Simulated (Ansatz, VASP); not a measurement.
Two plane-wave programs on HfO2

The input POSCAR:

```
HfO2
1.0
    0.0000000000      2.4598473778      2.4598473778
    2.4598473778      0.0000000000      2.4598473778
    2.4598473778      2.4598473778      0.0000000000
Hf O
1 2
Direct
    0.0000000000      0.0000000000      0.0000000000
    0.2500000000      0.2500000000      0.2500000000
    0.7500000000      0.7500000000      0.7500000000
```

INCAR.step1

```
SYSTEM = HfO2
  PREC = Accurate
  ENCUT = 520
  ISMEAR = 0
  SIGMA = 0.05
  LREAL = .False.
  LASPH = .True.
  NELM = 60
  NBANDS = 18
  GGA = PE
  ALGO = Normal
  EDIFF = 1E-4
  LWAVE = .True.
  LCHARG = .False.
```

File INCAR.step2:

```
SYSTEM = HfO2
  PREC = Accurate
  ENCUT = 520
  EDIFF = 1E-6
  ISMEAR = 0
  SIGMA = 0.05
  LREAL = .False.
  LASPH = .True.
  NELM = 60
  ALGO = Normal
  ISIF = 2
  LWAVE = .False.
  LCHARG = .False.
  METAGGA = R2SCAN
  LMIXTAU = .True.
  NBANDS = 18
  ISTART = 1
```

File KPOINTS:

```
Automatic mesh
0
Gamma
  8 8 8
  0 0 0
```

Input for Ansatz:

```yaml
crystal:
  lattice:
    - [0.0, 2.4598473778, 2.4598473778]
    - [2.4598473778, 0.0, 2.4598473778]
    - [2.4598473778, 2.4598473778, 0.0]
  atoms:
    - { symbol: Hf, position: [0.0, 0.0, 0.0] }
    - { symbol: O, position: [0.25, 0.25, 0.25] }
    - { symbol: O, position: [0.75, 0.75, 0.75] }
basis:
  ecutwfc: 500
  ecutrho_ratio: 4
kpoints:
  mp_grid: { grid: [8, 8, 8] }
hamiltonian:
  xc: r2scan
scf:
  occupations: { method: gaussian, width: 0.05 }
output:
  forces: true
  stress: true
  eigenvalues: true
```

Alike in both runs: task single point; functional r2SCAN; k mesh 8 × 8 × 8; occupations gaussian, width 0.05 eV; no spin polarisation.

|  | VASP | Ansatz |
| --- | --- | --- |
| version | VASP 6.6.1 | Ansatz 0.2.0 |
| potentials or method | VASP PAW PBE potentials, release 64 (Hf_pv, O), cutoff 520 eV | scalar-relativistic, plane waves, PAW |
| valence electrons in the cell | 22 | 38 |

Ansatz gave:

| Item | Value |
| --- | --- |
| gap on the k mesh at the Fermi level (eV) | 4.52 |
| least direct gap on the mesh (eV) | 4.52 |
| pressure (GPa) | 26.9 |

Q: What did VASP give for the same quantities?

A: gap on the k mesh at the Fermi level (eV): 4.56; least direct gap on the mesh (eV): 4.56; pressure (GPa): 22.1.

VASP's potentials were made for PBE, not for r2SCAN. The functional is the same, so the differences come from potentials, cutoffs and numerics. VASP's potentials hold 22 valence electrons a cell and Ansatz's 38, so a difference there can come from the potentials and not from the codes.

Neither program's run includes spin-orbit coupling.
